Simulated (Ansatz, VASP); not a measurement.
B3MoP4: VASP beside Ansatz

Contents of INCAR:

```
ALGO = Normal
EDIFF = 1E-6
EDIFFG = -0.025
ENCUT = 600
GGA = PE
IBRION = 2
ISIF = 3
ISMEAR = 0
LASPH = True
LCHARG = False
LREAL = False
LWAVE = False
NELM = 60
NSW = 80
PREC = Accurate
SIGMA = 0.2
```

File KPOINTS:

```
k-points
0
Gamma
  4 4 4
```

Contents of POSCAR:

```
B3MoP4
1.0
    4.7707865034      0.0877228096      0.0662212494
    0.0877228096      4.7690196859     -0.0370456077
    0.0662212494     -0.0370456077      4.8122188997
B Mo P
3 1 4
Direct
    0.4967096052     -0.0138430856      0.0239657667
    0.9771671341      0.5297476359      0.9774855357
    0.0126242925     -0.0358311698      0.4807052333
    0.4885299603      0.5116701064      0.4680309052
    0.2470750969      0.2041081812      0.2526903468
    0.7065877173      0.7495998850      0.2294864290
    0.8136768265      0.2786329974      0.8057463726
    0.2576293672      0.7759154496      0.7618894107
```

Input for Ansatz:

```yaml
crystal:
  lattice:
    - [4.7707865034, 0.0877228096, 0.0662212494]
    - [0.0877228096, 4.7690196859, -0.0370456077]
    - [0.0662212494, -0.0370456077, 4.8122188997]
  atoms:
    - { symbol: B, position: [0.4967096052, -0.0138430856, 0.0239657667] }
    - { symbol: B, position: [0.9771671341, 0.5297476359, 0.9774855357] }
    - { symbol: B, position: [0.0126242925, -0.0358311698, 0.4807052333] }
    - { symbol: Mo, position: [0.4885299603, 0.5116701064, 0.4680309052] }
    - { symbol: P, position: [0.2470750969, 0.2041081812, 0.2526903468] }
    - { symbol: P, position: [0.7065877173, 0.749599885, 0.229486429] }
    - { symbol: P, position: [0.8136768265, 0.2786329974, 0.8057463726] }
    - { symbol: P, position: [0.2576293672, 0.7759154496, 0.7618894107] }
basis:
  ecutwfc: 420
kpoints:
  mp_grid: { grid: [4, 4, 4] }
hamiltonian:
  xc: pbe
scf:
  occupations: { method: gaussian, width: 0.2 }
  lower_state_search: "off"
output:
  forces: true
  stress: true
  eigenvalues: true
relax:
  adjacent_minimum: "off"
  f_tol: 0.025
  max_steps: 60
  cell: { stress_tol: 0.25 }
```

Change from the starting cell: cell x1, atoms moved at random (sigma 0.1 Å) and cell strained at random (1.5 %), then relaxed without symmetry.

Alike in both runs: task relaxation of cell and atoms; functional PBE; k mesh 4 × 4 × 4; occupations gaussian, width 0.2 eV; no spin polarisation.

```csv
,VASP,Ansatz
version,VASP 6.6.1,Ansatz 0.2.0
potentials or method,"VASP PAW PBE potentials, release 64 (B, Mo_sv, P), cutoff 600 eV","scalar-relativistic, plane waves, PAW"
valence electrons in the cell,43,43
```

|  | VASP | Ansatz | Ansatz less VASP |
| --- | --- | --- | --- |
| gap on the k mesh at the Fermi level, each at its own relaxed structure (eV) | none | none | - |
| relaxed volume (Å³/atom) | 14.08 | 14.09 | +0.013 |
| relaxed length of the cell vector where the two differ most in proportion (Å) | 4.829 | 4.831 | +0.0019 |

A gap of «none» marks a metal or a gap that the smearing closes.
